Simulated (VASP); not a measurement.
Wanted: the native input for a VASP 6.6.1 run.

* Task: single point
* Functional: PBE
* Potentials or basis: VASP PAW PBE potentials, release 64 (Sr_sv, O)
* Cutoff: 520 eV
* k mesh: 8 × 8 × 8
* Occupations: gaussian, width 0.02 eV
* Spin: no spin polarisation
* Dipole correction: no
* Further INCAR settings: ALGO = Normal; EDIFF = 1e-06; NBANDS = 15

The structure of SrO lies in POSCAR:

```
SrO
1.0
   -0.2055840000      2.5438193220      2.5438193220
    2.5438193220     -0.2055840000      2.5438193220
    2.5438193220      2.5438193220     -0.2055840000
Sr O
1 1
Direct
    0.0000000000      0.0000000000      0.0000000000
    0.5000000000      0.5000000000      0.5000000000
```

This cell differs from its parent crystal: strained.

One way to write it, as run:

INCAR

```
  ALGO = Normal
  EDIFF = 1E-6
  ENCUT = 520
  GGA = PE
  ISIF = 2
  ISMEAR = 0
  LASPH = T
  LCHARG = F
  LREAL = F
  LWAVE = F
  NBANDS = 15
  NELM = 60
  PREC = Accurate
  SIGMA = 0.02
```

KPOINTS

```
k-points
0
Gamma
  8 8 8
```

Potentials or basis: VASP PAW PBE potentials, release 64 (Sr_sv, O).

Launch:

```console
$ cat potpaw_PBE.64/Sr_sv/POTCAR potpaw_PBE.64/O/POTCAR > POTCAR
$ mpirun -np 1 vasp_std > vasp.out
```

Results of the run:

The pressure is -3.9 GPa and the band gap on the k mesh is 3.07 eV, indirect (least direct gap 3.16 eV).

Caveat: the cell differs from its parent crystal (strained).

Run time: 21 s on 1 thread of Intel(R) Xeon(R) 6975P-C (Granite Rapids), on a shared host, peak memory 0.17 GiB.
